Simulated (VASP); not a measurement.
# P (P6/mmm) in VASP: notebook, part 2 of 3

VASP 6.6.1. Earlier steps stand in the parts before.

## 4. Single point, PBE

This run uses another cell than the first one, of 14.35 Å³/atom, 1.190 times its volume.

Contents of INCAR:

```
SYSTEM = P
PREC = Accurate
ENCUT = 520
EDIFF = 1E-7
ISMEAR = -1
SIGMA = 0.05
LREAL = .False.
LASPH = .True.
NELM = 100
ALGO = Normal
ISIF = 2
LWAVE = .False.
LCHARG = .False.
GGA = PE
NBANDS = 14
```

Contents of KPOINTS:

```
Automatic mesh
0
Gamma
  9 9 12
  0 0 0
```

Contents of POSCAR:

```
P
1.0
    4.3986339056      0.0000000000      0.0000000000
   -2.1993169528      3.8093287042      0.0000000000
    0.0000000000      0.0000000000      2.5687321628
P
3
Direct
    0.0000000000      0.0000000000      0.0000000000
    0.3333333333      0.6666666667      0.5000000000
    0.6666666667      0.3333333333      0.5000000000
```

Potentials or basis: VASP PAW PBE potentials, release 64 (P).

Started as:

```console
$ cat potpaw_PBE.64/P/POTCAR > POTCAR
$ mpirun -np 1 vasp_std > vasp.out
```

OUTCAR:

```text
SYSTEM = P
   PREC = Accurate
   ENCUT = 520
   EDIFF = 1E-7
   ISMEAR = -1
   LREAL = .False.
   LASPH = .True.
   NELM = 100
   ISIF = 2
   GGA = PE

 ion  position               nearest neighbor table
   1  0.000  0.000  0.000-   2 2.85   3 2.85   2 2.85   3 2.85   3 2.85   3 2.85   2 2.85   2 2.85
                             3 2.85   3 2.85   2 2.85   2 2.85
   2  0.333  0.667  0.500-   3 2.54   3 2.54   3 2.54   1 2.85   1 2.85   1 2.85   1 2.85   1 2.85
                             1 2.85
   3  0.667  0.333  0.500-   2 2.54   2 2.54   2 2.54   1 2.85   1 2.85   1 2.85   1 2.85   1 2.85
                             1 2.85

  LATTYP: Found a hexagonal cell.
 ALAT       =     4.3986339056
 C/A-ratio  =     0.5839840773

  Lattice vectors:

 A1 = (   4.3986339056,   0.0000000000,   0.0000000000)
 A2 = (  -2.1993169528,   3.8093287042,   0.0000000000)
 A3 = (   0.0000000000,   0.0000000000,   2.5687321628)

Analysis of symmetry for initial positions (statically):
=====================================================================
 Subroutine PRICEL returns:
 Original cell was already a primitive cell.

 Routine SETGRP: Setting up the symmetry group for a
 hexagonal supercell.

 Subroutine GETGRP returns: Found 24 space group operations
 (whereof 24 operations were pure point group operations)
 out of a pool of 24 trial point group operations.

The static configuration has the point symmetry D_6h.

Analysis of symmetry for dynamics (positions and initial velocities):
=====================================================================
 Subroutine PRICEL returns:
 Original cell was already a primitive cell.

 Routine SETGRP: Setting up the symmetry group for a
 hexagonal supercell.

 Subroutine GETGRP returns: Found 24 space group operations
 (whereof 24 operations were pure point group operations)
 out of a pool of 24 trial point group operations.

The dynamic configuration has the point symmetry D_6h.

 Subroutine INISYM returns: Found 24 space group operations
 (whereof 24 operations are pure point group operations),
 and found     1 'primitive' translations

----------------------------------------------------------------------------------------

                                     Primitive cell

  volume of cell :      43.0413

  direct lattice vectors                    reciprocal lattice vectors
     4.398633906  0.000000000  0.000000000     0.227343312  0.131256722  0.000000000
    -2.199316953  3.809328704  0.000000000     0.000000000  0.262513445  0.000000000
     0.000000000  0.000000000  2.568732163     0.000000000  0.000000000  0.389297107

  length of vectors
     4.398633906  4.398633906  2.568732163     0.262513445  0.262513445  0.389297107

  position of ions in fractional coordinates (direct lattice)
     0.000000000  0.000000000  0.000000000
     0.333333333  0.666666667  0.500000000
     0.666666667  0.333333333  0.500000000

  ion indices of the primitive-cell ions
   primitive index   ion index
                 1           1
                 2           2
                 3           3

----------------------------------------------------------------------------------------

 KPOINTS: Automatic mesh

Automatic generation of k-mesh.
[... 28 lines left out ...]
  0.111111  0.111111  0.000000      6.000000
[... 16 lines left out ...]
  0.333333  0.222222  0.083333     24.000000
  0.333333  0.333333  0.083333      4.000000
 [... further k-points ...]
   k-points           NKPTS =     84   k-points in BZ     NKDIM =     84   number of bands    NBANDS=     14
   number of dos      NEDOS =    301   number of ions     NIONS =      3
   total plane-waves  NPLWV =  25920
   dimension x,y,z NGX =    36 NGY =   36 NGZ =   20
   dimension x,y,z NGXF=    72 NGYF=   72 NGZF=   40
   ions per type =               3
   NGX,Y,Z   is equivalent  to a cutoff of  13.61, 13.61, 12.94 a.u.
   NGXF,Y,Z  is equivalent  to a cutoff of  27.21, 27.21, 25.89 a.u.
 SYSTEM =  P
   PREC   = accura    normal or accurate (medium, high low for compatibility)
   ISTART =      0    job   : 0-new  1-cont  2-samecut
   ICHARG =      2    charge: 1-file 2-atom 10-const
   ISPIN  =      1    spin polarized calculation?
   LNONCOLLINEAR =      F non collinear calculations
   LSORBIT =      F    spin-orbit coupling
   LASPH  =      T    aspherical Exc in radial PAW
   ENCUT  =  520.0 eV  38.22 Ry    6.18 a.u.   8.18  8.18  4.78*2*pi/ulx,y,z
   NELM   =    100;   NELMIN=  2; NELMDL= -5     # of ELM steps
   EDIFF  = 0.1E-06   stopping-criterion for ELM
   LREAL  =      F    real-space projection
   EDIFFG = 0.1E-05   stopping-criterion for IOM
   NSW    =      0    number of steps for IOM
   IBRION =     -1    ionic relax: 0-MD 1-quasi-New 2-CG
   NFREE  =      0    steps in history (QN), initial steepest desc. (CG)
   ISIF   =      2    stress and relaxation
   ISYM   =      2    0-nonsym 1-usesym 2-fastsym
   POTIM  = 0.5000    time-step for ionic-motion
   TEBEG  =    0.0;   TEEND  =   0.0 temperature during run
   PSTRESS=    0.0 pullay stress
   NELECT =      15.0000    total number of electrons
   NUPDOWN=      -1.0000    fix difference up-down
   EMIN   =  10.00;   EMAX   =-10.00  energy-range for DOS
   EFERMI =   0.00;   METHOD = LEGACY
   ISMEAR =    -1;   SIGMA  =   0.05  broadening in eV -4-tet -1-fermi 0-gaus
   EFERMI_NEDOS =   21; number of points for ismear=-14 and -15
   IALGO  =     38    algorithm
   IMIX   =      4    mixing-type and parameters
     AMIX     =   0.40;   BMIX     =  1.00
     AMIX_MAG =   1.60;   BMIX_MAG =  1.00
  volume/ion in A,a.u.               =      14.35        96.82
  Fermi-wavevector in a.u.,A,eV,Ry     =   1.152065  2.177087 18.058376  1.327253
  Thomas-Fermi vector in A             =   2.288718
   LORBIT       =      0    0 simple, 1 ext, 2 COOP (PROOUT), +10 PAW based schemes
   GGA     = PE    functional components
   LHFCALC =     F    Hartree Fock is set to
   AEXX    =    0.0000 exact exchange contribution
   IVDW    =     0    specifies the selected vdW correction
   LEPSILON=     F    determine dielectric tensor
   LRPA    =     F    only Hartree local field effects (RPA)
 non-spin polarized calculation
  energy-cutoff  :      520.00
  volume of cell :       43.04
 maximum number of plane-waves:      1176
 NGX is ok and might be reduce to    36
   NGX = 17   NGY = 17   NGZ =  9

 number of electron      14.9999999 magnetization

 Free energy of the ion-electron system (eV)
  ---------------------------------------------------
  ext. energy  EPLUGINS =         0.00000000
  ---------------------------------------------------
  free energy    TOTEN  =       -14.04621786 eV

  energy without entropy =      -14.03381649  energy(sigma->0) =      -14.04001718

 E-fermi :   9.9428     XC(G=0): -11.5257

 val. band max:        9.9360371747   @ k =   0.3333   0.1111   0.0000
 cond. band min:       9.9547769387   @ k =   0.4444  -0.0000   0.0000
 fundamental gap:      0.0187397640
 Fermi energy:         9.9428473386

 k-point     1 :       0.0000    0.0000    0.0000
  band No.  band energies     occupation
      1      -6.5217      2.00000
      2       1.0252      2.00000
      3       1.1256      2.00000
      4       4.0895      2.00000
      5       4.0895      2.00000
      6       4.4164      2.00000
      7       4.4164      2.00000
      8      12.8725      0.00000
      9      16.2781      0.00000
     10      16.6338      0.00000
     11      16.6338      0.00000
     12      17.6667      0.00000
     13      17.7279      0.00000
     14      21.5148      0.00000
[... 377 lines left out ...]
      1      -3.2684      2.00000
      2      -3.2684      2.00000
      3      -3.1298      2.00000
      4       6.0661      2.00000
      5       6.5247      2.00000
      6       6.5247      2.00000
      7      12.6079      0.00000
      8      12.6079      0.00000
      9      13.8076      0.00000
     10      13.9320      0.00000
     11      14.4642      0.00000
     12      14.4642      0.00000
     13      17.8475      0.00000
     14      17.9752      0.00000

 [... further k-points ...]
[... 5 lines left out ...]
  --------------------------------------------------------------------------------------
  -------------------------------------------------------------------------------------
  Total       -0.0526479     -0.0526479     -0.0578115     -0.0000000      0.0000000      0.0000000
  in kB       -1.9597782     -1.9597782     -2.1519887     -0.0000000      0.0000000      0.0000000
  external PRESSURE =      -2.0238483 kB  Pullay stress =       0.0000000 kB

 VOLUME and BASIS-vectors are now :
 -----------------------------------------------------------------------------
  energy-cutoff  :      520.00
  volume of cell :       43.04
      direct lattice vectors                 reciprocal lattice vectors
     4.398633906  0.000000000  0.000000000     0.227343312  0.131256722  0.000000000
    -2.199316953  3.809328704  0.000000000     0.000000000  0.262513445  0.000000000
     0.000000000  0.000000000  2.568732163     0.000000000  0.000000000  0.389297107

 POSITION                                       TOTAL-FORCE (eV/Angst)
 -----------------------------------------------------------------------------------
      0.00000      0.00000      0.00000         0.000000      0.000000     -0.000000
     -0.00000      2.53955      1.28437        -0.000000      0.000000     -0.000000
      2.19932      1.26978      1.28437         0.000000     -0.000000      0.000000
 -----------------------------------------------------------------------------------
    total drift:                                0.000000     -0.000000     -0.000000

  FREE ENERGIE OF THE ION-ELECTRON SYSTEM (eV)
  ---------------------------------------------------
  free  energy   TOTEN  =       -14.0462178612 eV

  energy  without entropy=      -14.0338164931  energy(sigma->0) =      -14.04001718
```

stdout:

```text
POSCAR found type information on POSCAR P
 POSCAR found :  1 types and       3 ions
 scaLAPACK will be used
 LDA part: xc-table for (Slater+PW92), standard interpolation
 POSCAR, INCAR and KPOINTS ok, starting setup
 FFT: planning ... GRIDC
 FFT: planning ... GRID_SOFT
 FFT: planning ... GRID
 WAVECAR not read
 entering main loop
```

Wall time 30 s (1 thread of Intel Xeon Platinum 8375C at 2.90GHz (Ice Lake), shared host); peak memory 0.18 GiB.

What came out:

| Property | Result |
| --- | --- |
| Free energy | -14.0462 eV |
| Pressure | -0.2 GPa |

(Part 2 of 3 ends here.)
